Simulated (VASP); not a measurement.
Write the native input for VASP 6.6.1 that does the following.

```
Task                   : single point
Functional             : PBE
Potentials or basis    : VASP PAW PBE potentials, release 64 (Be, Cd, S)
Cutoff                 : 520 eV
k mesh                 : 3 × 3 × 3
Occupations            : gaussian, width 0.2 eV
Spin                   : no spin polarisation
Dipole correction      : no
Further INCAR settings : ALGO = Normal; EDIFF = 1e-06; NBANDS = 50
```

The structure of BeCdS4 lies in POSCAR:

```
BeCdS4
1.0
    5.9277087032      0.0000000000     -0.0283131449
    0.0000000000      5.9982138380      0.0000000000
   -0.0283131449      0.0000000000      6.0003094309
Be Cd S
2 2 8
Direct
    0.0000000000      0.5000000000      0.5000000000
    0.0000000000      0.0000000000      0.0000000000
    0.5000000000      0.0000000000      0.5000000000
    0.5000000000      0.5000000000      0.0000000000
    0.9270233317      0.3829102510      0.1107386892
    0.0729766683      0.6170897490      0.8892613108
    0.6322357149      0.5784859500      0.5887513026
    0.3677642851      0.4215140500      0.4112486974
    0.3677642851      0.0784859500      0.9112486974
    0.6322357149      0.9215140500      0.0887513026
    0.0729766683      0.8829102510      0.3892613108
    0.9270233317      0.1170897490      0.6107386892
```

One way to write it, as run:

INCAR

```
SYSTEM = BeCdS4
PREC = Accurate
ENCUT = 520
EDIFF = 1E-6
ISMEAR = 0
SIGMA = 0.2
LREAL = .False.
LASPH = .True.
NELM = 80
ALGO = Normal
ISIF = 2
LWAVE = .False.
LCHARG = .True.
GGA = PE
LELF = .True.
LVHAR = .True.
NBANDS = 50
```

KPOINTS

```
regular mesh
0
Gamma
  3 3 3
  0 0 0
```

Potentials or basis: VASP PAW PBE potentials, release 64 (Be, Cd, S).

Launch:

```console
$ cat potpaw_PBE.64/Be/POTCAR potpaw_PBE.64/Cd/POTCAR potpaw_PBE.64/S/POTCAR > POTCAR
$ mpirun -np 1 vasp_std > vasp.out
```

It gave:

* Pressure: -0.4 GPa
* Largest force: 0.122 eV/Å
* Band gap on the k mesh: 1.74 eV, indirect (least direct gap 1.82 eV)

Run time: 110 s on 1 thread of Intel(R) Xeon(R) Platinum 8259CL CPU @ 2.50GHz (Skylake/Cascade Lake), with other jobs on the host, peak memory 0.36 GiB.
